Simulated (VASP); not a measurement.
# LiH (Pm-3m) in VASP: a series of runs

LiH is run at these levels: PBE; tasks: single point.

Program: VASP 6.6.1. These are calculated values, not measurements. Logs are shortened: lines on timing, memory, paths and dates and some standing lists are left out, and cuts for length are marked.

## (1) The cell of the first run

Symmetry: Pm-3m, No. 221, cubic system. The conventional cell has a = 2.502 Å, b = 2.502 Å, c = 2.502 Å, α = 90.00°, β = 90.00°, γ = 90.00°. Li (site symmetry m-3m) has 8 H at 2.17 Å and 6 Li at 2.50 Å within 2.9 Å. H (site symmetry m-3m) has 8 Li at 2.17 Å and 6 H at 2.50 Å within 2.9 Å.

## (2) Single point, PBE

Contents of INCAR:

```
SYSTEM = LiH
PREC = Accurate
ENCUT = 520
EDIFF = 1E-6
ISMEAR = 0
SIGMA = 0.01
LREAL = .FALSE.
LASPH = .TRUE.
NELM = 80
ALGO = Normal
ISIF = 2
LWAVE = .FALSE.
LCHARG = .FALSE.
GGA = PE
NBANDS = 9
```

Contents of KPOINTS:

```
regular mesh
0
G
  6 6 6
  0 0 0
```

Contents of POSCAR:

```
LiH
1.0
    2.5016587117      0.0000000000      0.0000000000
    0.0000000000      2.5016587117      0.0000000000
    0.0000000000      0.0000000000      2.5016587117
Li H
1 1
Direct
    0.0000000000      0.0000000000      0.0000000000
    0.5000000000      0.5000000000      0.5000000000
```

Potentials or basis: VASP PAW PBE potentials, release 64 (Li_sv, H).

The run is started by

```bash
cat potpaw_PBE.64/Li_sv/POTCAR potpaw_PBE.64/H/POTCAR > POTCAR
mpirun -np 1 vasp_std > vasp.out
```

OUTCAR:

```text
SYSTEM = LiH
   PREC = Accurate
   ENCUT = 520
   EDIFF = 1E-6
   ISMEAR = 0
   LREAL = .FALSE.
   LASPH = .TRUE.
   NELM = 80
   ISIF = 2
   GGA = PE

 ion  position               nearest neighbor table
   1  0.000  0.000  0.000-
   2  0.500  0.500  0.500-

  LATTYP: Found a simple cubic cell.
 ALAT       =     2.5016587117

  Lattice vectors:

 A1 = (   2.5016587117,   0.0000000000,   0.0000000000)
 A2 = (   0.0000000000,   2.5016587117,   0.0000000000)
 A3 = (   0.0000000000,   0.0000000000,   2.5016587117)

Analysis of symmetry for initial positions (statically):
=====================================================================
 Subroutine PRICEL returns:
 Original cell was already a primitive cell.

 Routine SETGRP: Setting up the symmetry group for a
 simple cubic supercell.

 Subroutine GETGRP returns: Found 48 space group operations
 (whereof 48 operations were pure point group operations)
 out of a pool of 48 trial point group operations.

The static configuration has the point symmetry O_h .

Analysis of symmetry for dynamics (positions and initial velocities):
=====================================================================
 Subroutine PRICEL returns:
 Original cell was already a primitive cell.

 Routine SETGRP: Setting up the symmetry group for a
 simple cubic supercell.

 Subroutine GETGRP returns: Found 48 space group operations
 (whereof 48 operations were pure point group operations)
 out of a pool of 48 trial point group operations.

The dynamic configuration has the point symmetry O_h .

 Subroutine INISYM returns: Found 48 space group operations
 (whereof 48 operations are pure point group operations),
 and found     1 'primitive' translations

----------------------------------------------------------------------------------------

                                     Primitive cell

  volume of cell :      15.6561

  direct lattice vectors                    reciprocal lattice vectors
     2.501658712  0.000000000  0.000000000     0.399734782  0.000000000  0.000000000
     0.000000000  2.501658712  0.000000000     0.000000000  0.399734782  0.000000000
     0.000000000  0.000000000  2.501658712     0.000000000  0.000000000  0.399734782

  length of vectors
     2.501658712  2.501658712  2.501658712     0.399734782  0.399734782  0.399734782

  position of ions in fractional coordinates (direct lattice)
     0.000000000  0.000000000  0.000000000
     0.500000000  0.500000000  0.500000000

  ion indices of the primitive-cell ions
   primitive index   ion index
                 1           1
                 2           2

----------------------------------------------------------------------------------------

 KPOINTS: regular mesh

Automatic generation of k-mesh.
 Grid dimensions read from file:
 generate k-points for:    6    6    6

 Generating k-lattice:

  Cartesian coordinates                     Fractional coordinates (reciprocal lattice)
     0.066622464  0.000000000  0.000000000     0.166666667  0.000000000  0.000000000
     0.000000000  0.066622464  0.000000000     0.000000000  0.166666667  0.000000000
     0.000000000  0.000000000  0.066622464     0.000000000  0.000000000  0.166666667

  Length of vectors
     0.066622464  0.066622464  0.066622464

  Shift w.r.t. Gamma in fractional coordinates (k-lattice)
     0.000000000  0.000000000  0.000000000

 Subroutine IBZKPT returns following result:
 ===========================================

 Found     20 irreducible k-points:

 Following reciprocal coordinates:
            Coordinates               Weight
  0.000000  0.000000  0.000000      1.000000
  0.166667  0.000000  0.000000      6.000000
  0.333333  0.000000  0.000000      6.000000
  0.500000  0.000000  0.000000      3.000000
  0.166667  0.166667  0.000000     12.000000
  0.333333  0.166667  0.000000     24.000000
[... 12 lines left out ...]
  0.500000  0.500000  0.333333      6.000000
  0.500000  0.500000  0.500000      1.000000
   k-points           NKPTS =     20   k-points in BZ     NKDIM =     20   number of bands    NBANDS=      9
   number of dos      NEDOS =    301   number of ions     NIONS =      2
   total plane-waves  NPLWV =   8000
   dimension x,y,z NGX =    20 NGY =   20 NGZ =   20
   dimension x,y,z NGXF=    40 NGYF=   40 NGZF=   40
   ions per type =               1   1
   NGX,Y,Z   is equivalent  to a cutoff of  13.29, 13.29, 13.29 a.u.
   NGXF,Y,Z  is equivalent  to a cutoff of  26.58, 26.58, 26.58 a.u.
 SYSTEM =  LiH
   PREC   = accura    normal or accurate (medium, high low for compatibility)
   ISTART =      0    job   : 0-new  1-cont  2-samecut
   ICHARG =      2    charge: 1-file 2-atom 10-const
   ISPIN  =      1    spin polarized calculation?
   LNONCOLLINEAR =      F non collinear calculations
   LSORBIT =      F    spin-orbit coupling
   LASPH  =      T    aspherical Exc in radial PAW
   ENCUT  =  520.0 eV  38.22 Ry    6.18 a.u.   4.65  4.65  4.65*2*pi/ulx,y,z
   NELM   =     80;   NELMIN=  2; NELMDL= -5     # of ELM steps
   EDIFF  = 0.1E-05   stopping-criterion for ELM
   LREAL  =      F    real-space projection
   EDIFFG = 0.1E-04   stopping-criterion for IOM
   NSW    =      0    number of steps for IOM
   IBRION =     -1    ionic relax: 0-MD 1-quasi-New 2-CG
   NFREE  =      0    steps in history (QN), initial steepest desc. (CG)
   ISIF   =      2    stress and relaxation
   ISYM   =      2    0-nonsym 1-usesym 2-fastsym
   POTIM  = 0.5000    time-step for ionic-motion
   TEBEG  =    0.0;   TEEND  =   0.0 temperature during run
   PSTRESS=    0.0 pullay stress
   NELECT =       4.0000    total number of electrons
   NUPDOWN=      -1.0000    fix difference up-down
   EMIN   =  10.00;   EMAX   =-10.00  energy-range for DOS
   EFERMI =   0.00;   METHOD = LEGACY
   ISMEAR =     0;   SIGMA  =   0.01  broadening in eV -4-tet -1-fermi 0-gaus
   EFERMI_NEDOS =   21; number of points for ismear=-14 and -15
   IALGO  =     38    algorithm
   IMIX   =      4    mixing-type and parameters
     AMIX     =   0.40;   BMIX     =  1.00
     AMIX_MAG =   1.60;   BMIX_MAG =  1.00
  volume/ion in A,a.u.               =       7.83        52.83
  Fermi-wavevector in a.u.,A,eV,Ry     =   1.038804  1.963054 14.682222  1.079113
  Thomas-Fermi vector in A             =   2.173305
   LORBIT       =      0    0 simple, 1 ext, 2 COOP (PROOUT), +10 PAW based schemes
   GGA     = PE    functional components
   LHFCALC =     F    Hartree Fock is set to
   AEXX    =    0.0000 exact exchange contribution
   IVDW    =     0    specifies the selected vdW correction
   LEPSILON=     F    determine dielectric tensor
   LRPA    =     F    only Hartree local field effects (RPA)
 non-spin polarized calculation
 Gauss-broadening in eV      SIGMA  =   0.01
  energy-cutoff  :      520.00
  volume of cell :       15.66
 maximum number of plane-waves:       437
 NGX is ok and might be reduce to    20
   NGX =  9   NGY =  9   NGZ =  9

 number of electron       4.0000011 magnetization

 Free energy of the ion-electron system (eV)
  ---------------------------------------------------
  ext. energy  EPLUGINS =         0.00000000
  ---------------------------------------------------
  free energy    TOTEN  =        -5.65037125 eV

  energy without entropy =       -5.65037125  energy(sigma->0) =       -5.65037125

 E-fermi :   3.8354     XC(G=0):  -8.6552

 val. band max:        3.5671039057   @ k =   0.5000   0.5000   0.5000
 cond. band min:       4.2860120276   @ k =   0.5000   0.0000   0.0000
 fundamental gap:      0.7189081219
 Fermi energy:         3.8354218943

 k-point     1 :       0.0000    0.0000    0.0000
  band No.  band energies     occupation
      1     -44.5839      2.00000
      2      -5.2755      2.00000
      3      15.5171      0.00000
      4      15.5171      0.00000
      5      15.5171      0.00000
      6      16.1296      0.00000
      7      18.6666      0.00000
      8      18.6666      0.00000
      9      35.2569      0.00000

 k-point     2 :       0.1667    0.0000    0.0000
  band No.  band energies     occupation
      1     -44.5705      2.00000
      2      -4.8618      2.00000
      3      10.6019      0.00000
      4      16.0380      0.00000
      5      16.1404      0.00000
      6      16.1404      0.00000
      7      19.3296      0.00000
      8      24.6020      0.00000
      9      31.7006      0.00000

 k-point     3 :       0.3333    0.0000    0.0000
  band No.  band energies     occupation
      1     -44.5437      2.00000
      2      -3.7980      2.00000
      3       6.1777      0.00000
      4      15.3367      0.00000
      5      17.9361      0.00000
      6      17.9361      0.00000
      7      21.3081      0.00000
      8      26.4751      0.00000
      9      26.4751      0.00000

 k-point     4 :       0.5000    0.0000    0.0000
  band No.  band energies     occupation
      1     -44.5302      2.00000
      2      -3.0331      2.00000
      3       4.2860      0.00000
      4      14.9916      0.00000
      5      19.8052      0.00000
      6      19.8052      0.00000
      7      23.3814      0.00000
      8      23.3814      0.00000
      9      24.0489      0.00000

 k-point     5 :       0.1667    0.1667    0.0000
  band No.  band energies     occupation
      1     -44.5574      2.00000
      2      -4.4227      2.00000
      3      10.3171      0.00000
      4      11.7247      0.00000
      5      16.6358      0.00000
      6      16.7597      0.00000
      7      23.4826      0.00000
      8      26.3940      0.00000
      9      28.4842      0.00000

 k-point     6 :       0.3333    0.1667    0.0000
  band No.  band energies     occupation
      1     -44.5314      2.00000
      2      -3.2795      2.00000
      3       6.3983      0.00000
      4      12.0289      0.00000
      5      16.4742      0.00000
      6      18.5379      0.00000
      7      23.3437      0.00000
      8      26.7984      0.00000
      9      27.0067      0.00000
[... 121 lines left out ...]
 k-point    17 :       0.3333    0.3333    0.3333
  band No.  band energies     occupation
      1     -44.4722      2.00000
      2       0.1278      2.00000
      3       8.5369      0.00000
      4       8.9671      0.00000
      5       8.9671      0.00000
      6      17.2625      0.00000
      7      17.2625      0.00000
      8      21.4772      0.00000
      9      25.2174      0.00000

 k-point    18 :       0.5000    0.3333    0.3333
  band No.  band energies     occupation
      1     -44.4607      2.00000
      2       1.3596      2.00000
      3       6.6723      0.00000
      4       8.7488      0.00000
      5      11.2644      0.00000
      6      13.6550      0.00000
      7      17.8887      0.00000
      8      19.5593      0.00000
      9      24.5315      0.00000

 k-point    19 :       0.5000    0.5000    0.3333
  band No.  band energies     occupation
      1     -44.4495      2.00000
      2       2.6593      2.00000
      3       7.6569      0.00000
      4       7.6569      0.00000
      5      10.5323      0.00000
      6      14.4914      0.00000
      7      15.9520      0.00000
      8      15.9520      0.00000
      9      24.6569      0.00000

 k-point    20 :       0.5000    0.5000    0.5000
  band No.  band energies     occupation
      1     -44.4386      2.00000
      2       3.5671      2.00000
      3       9.9693      0.00000
      4       9.9693      0.00000
      5       9.9693      0.00000
      6      12.3256      0.00000
      7      12.3256      0.00000
      8      12.3256      0.00000
      9      25.0295      0.00000

------------------------ aborting loop because EDIFF is reached ----------------------------------------

  FORCE on cell =-STRESS in cart. coord.  units (eV):
  Direction    XX          YY          ZZ          XY          YZ          ZX
  --------------------------------------------------------------------------------------
  -------------------------------------------------------------------------------------
  Total        0.0223280      0.0223280      0.0223280     -0.0000000     -0.0000000      0.0000000
  in kB        2.2849426      2.2849426      2.2849426     -0.0000000     -0.0000000      0.0000000
  external PRESSURE =       2.2849426 kB  Pullay stress =       0.0000000 kB

 VOLUME and BASIS-vectors are now :
 -----------------------------------------------------------------------------
  energy-cutoff  :      520.00
  volume of cell :       15.66
      direct lattice vectors                 reciprocal lattice vectors
     2.501658712  0.000000000  0.000000000     0.399734782  0.000000000  0.000000000
     0.000000000  2.501658712  0.000000000     0.000000000  0.399734782  0.000000000
     0.000000000  0.000000000  2.501658712     0.000000000  0.000000000  0.399734782

 POSITION                                       TOTAL-FORCE (eV/Angst)
 -----------------------------------------------------------------------------------
      0.00000      0.00000      0.00000         0.000000      0.000000      0.000000
      1.25083      1.25083      1.25083         0.000000      0.000000      0.000000
 -----------------------------------------------------------------------------------
    total drift:                                0.000000      0.000000      0.000000

  FREE ENERGIE OF THE ION-ELECTRON SYSTEM (eV)
  ---------------------------------------------------
  free  energy   TOTEN  =        -5.6503712536 eV

  energy  without entropy=       -5.6503712536  energy(sigma->0) =       -5.65037125
```

It took 2.1 s on 1 thread of Intel Xeon Platinum 8559C (Emerald Rapids), shared host; peak memory 0.11 GiB.

What came out:

```yaml
Free_energy: -5.6504 eV
Band_gap_on_the_k_mesh: 0.72 eV, indirect (least direct gap 4.20 eV)
```

Caveat: the cutoff is under 1.25 times the usual one of these potentials, so pressure, stress and relaxed cells hold a basis-set (Pulay) error. A k mesh can miss the band edges.

## (3) Single point, PBE

Contents of INCAR:

```
PREC = Accurate
ENCUT = 520
EDIFF = 1E-6
ISMEAR = 0
SIGMA = 0.01
LREAL = False
LASPH = True
NELM = 100
ALGO = Normal
ISIF = 2
LWAVE = False
LCHARG = False
GGA = PE
NBANDS = 9
```

Contents of KPOINTS:

```
regular mesh
0
Gamma
  6 6 6
```

POSCAR is that of step 2.

Potentials or basis: VASP PAW PBE potentials, release 64 (Li_sv, H).

The run is started by

```bash
cat potpaw_PBE.64/Li_sv/POTCAR potpaw_PBE.64/H/POTCAR > POTCAR
mpirun -np 1 vasp_std > vasp.out
```

It took 2.4 s on 1 thread of Intel Xeon Platinum 8559C (Emerald Rapids), shared host; peak memory 0.11 GiB.

The run converged. Its results:

| Property | Result |
| --- | --- |
| Free energy | -5.6504 eV |
| Band gap on the k mesh | 0.72 eV, indirect (least direct gap 4.20 eV) |

Levels at points of the mesh, in eV from the valence-band top:
```tsv
k point	band 1	band 2	band 3	band 4	band 5	band 6	band 7
(0.00, 0.00, 0.00)	-48.15	-8.84	11.95	11.95	11.95	12.56	15.10
(0.50, 0.00, 0.00)	-48.10	-6.60	0.72	11.42	16.24	16.24	19.81
(0.50, 0.50, 0.00)	-48.05	-2.68	1.53	1.53	9.10	19.45	20.82
(0.50, 0.50, 0.50)	-48.01	0.00	6.40	6.40	6.40	8.76	8.76
```

Caveat: the cutoff is under 1.25 times the usual one of these potentials, so pressure, stress and relaxed cells hold a basis-set (Pulay) error.
